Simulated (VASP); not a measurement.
Wanted: the native input for a VASP 6.6.1 run.

```yaml
Task: single point
Functional: RPBE
Potentials_or_basis: VASP PAW PBE potentials, release 64 (Pb_d)
Cutoff: 520 eV
k_mesh: 5 × 5 × 5
Occupations: fermi-dirac, width 0.05 eV
Spin: no spin polarisation
Dipole_correction: no
Further_INCAR_settings: ALGO = Normal; EDIFF = 1e-06; NBANDS = 13
```

The structure of Pb lies in POSCAR:

```
Pb
1.0
    0.0193336300      2.4628699300      2.4528113600
    2.5028571400     -0.0067465600      2.4788915500
    2.4813249000      2.4674178800      0.0147856800
Pb
1
Direct
    0.0000000000      0.0000000000      0.0000000000
```

These files were run (other wordings do the same):

INCAR

```
SYSTEM = Pb
ALGO = Normal
EDIFF = 1E-6
ENCUT = 520
GGA = RP
ISIF = 2
ISMEAR = -1
LASPH = .TRUE.
LCHARG = .TRUE.
LELF = .TRUE.
LREAL = .FALSE.
LVHAR = .TRUE.
LWAVE = .FALSE.
NBANDS = 13
NELM = 100
PREC = Accurate
SIGMA = 0.05
```

KPOINTS

```
k-points
0
G
  5 5 5
  0 0 0
```

Potentials or basis: VASP PAW PBE potentials, release 64 (Pb_d).

Run with:

```sh
$ cat potpaw_PBE.64/Pb_d/POTCAR > POTCAR
$ mpirun -np 1 vasp_std > vasp.out
```

Results of the run:

```
Pressure               : 3.8 GPa
Band gap on the k mesh : zero (band 7 reaches 14.77 eV, above the bottom of band 8 at 6.80 eV)
```

Caveat: the k points lie up to 0.44 Å⁻¹ apart; the PAW data sets were made with another functional, which shifts forces and pressure a little; spin-orbit coupling is left out, which moves the levels of the heavy elements.

Wall time 18 s on 1 thread of Intel Xeon 6975P-C (shared host), peak memory 0.17 GiB.
